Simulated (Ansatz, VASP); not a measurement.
## Rh6N in VASP and in Ansatz

Contents of INCAR:

```
SYSTEM = Rh6N
ALGO = Normal
DIPOL = 0.5 0.5 0.299
EDIFF = 1E-7
ENCUT = 520
GGA = PE
IDIPOL = 3
ISIF = 2
ISMEAR = 0
IVDW = 12
LASPH = .TRUE.
LCHARG = .FALSE.
LDIPOL = .TRUE.
LREAL = .FALSE.
LWAVE = .FALSE.
NBANDS = 108
NELM = 100
PREC = Accurate
SIGMA = 0.1
```

Contents of KPOINTS:

```
k-points
0
G
  5 5 1
  0 0 0
```

The input POSCAR:

```
Rh6N
1.0
    5.3650160441      0.0000000000      0.0000000000
    0.0000000000      5.3650160441      0.0000000000
    0.0000000000      0.0000000000     22.4874012803
Rh N
12 2
Direct
    0.2500000000      0.2500000000      0.1778773790
    0.2500000000      0.7500000000      0.1778773790
    0.7500000000      0.2500000000      0.1778773790
    0.7500000000      0.7500000000      0.1778773790
    0.0000000000      0.0000000000      0.2598726471
    0.0000000000      0.5000000000      0.2598726471
    0.5000000000      0.0000000000      0.2598726471
    0.5000000000      0.5000000000      0.2598726471
    0.2500000000      0.2500000000      0.3418536977
    0.2500000000      0.7500000000      0.3418536977
    0.7500000000      0.2500000000      0.3418536977
    0.7500000000      0.7500000000      0.3418536977
    0.3333333333      0.5000000000      0.5063902733
    0.3333333333      0.5000000000      0.5553065525
```

Input for Ansatz:

```yaml
crystal:
  lattice:
    - [5.3650160441, 0.0, 0.0]
    - [0.0, 5.3650160441, 0.0]
    - [0.0, 0.0, 22.4874012803]
  atoms:
    - { symbol: Rh, position: [0.25, 0.25, 0.177877379] }
    - { symbol: Rh, position: [0.25, 0.75, 0.177877379] }
    - { symbol: Rh, position: [0.75, 0.25, 0.177877379] }
    - { symbol: Rh, position: [0.75, 0.75, 0.177877379] }
    - { symbol: Rh, position: [0.0, 0.0, 0.2598726471] }
    - { symbol: Rh, position: [0.0, 0.5, 0.2598726471] }
    - { symbol: Rh, position: [0.5, 0.0, 0.2598726471] }
    - { symbol: Rh, position: [0.5, 0.5, 0.2598726471] }
    - { symbol: Rh, position: [0.25, 0.25, 0.3418536977] }
    - { symbol: Rh, position: [0.25, 0.75, 0.3418536977] }
    - { symbol: Rh, position: [0.75, 0.25, 0.3418536977] }
    - { symbol: Rh, position: [0.75, 0.75, 0.3418536977] }
    - { symbol: "N", position: [0.3333333333, 0.5, 0.5063902733] }
    - { symbol: "N", position: [0.3333333333, 0.5, 0.5553065525] }
basis:
  ecutwfc: 420
kpoints:
  mp_grid: { grid: [5, 5, 1] }
hamiltonian:
  xc: pbe
  pseudopotentials: { kind: paw, azcp: { folder: soft_1 } }
  dispersion: d3bj
scf:
  occupations: { method: gaussian, width: 0.1 }
output:
  forces: true
  eigenvalues: true
efield:
  axis: 3
  dipole_correction: true
  ramp_width: 0.04
```

Alike in both runs: task single point; functional PBE; dispersion D3(BJ); k mesh 5 × 5 × 1; occupations gaussian, width 0.1 eV; no spin polarisation.

```csv
,VASP,Ansatz
version,VASP 6.6.1,Ansatz 0.2.0
potentials or method,"VASP PAW PBE potentials, release 64 (Rh_pv, N), cutoff 520 eV","scalar-relativistic, plane waves, PAW"
valence electrons in the cell,190,214
```

|  | VASP | Ansatz | Ansatz less VASP |
| --- | --- | --- | --- |
| gap on the k mesh at the Fermi level (eV) | none | none | - |
| rms of the force components (eV/Å) | 0.466 | 0.075 | -0.3914 |

Atom by atom the forces differ by 0.392 eV/Å (rms over components). A gap of «none» marks a metal or a gap that the smearing closes. One of these differences is far larger than is usual between the two programs; its cause wasn't traced. VASP's potentials hold 190 valence electrons a cell and Ansatz's 214, so a difference there can come from the potentials and not from the codes.

Noted on VASP's run: the standard files for N, O and F lose accuracy on very short bonds.
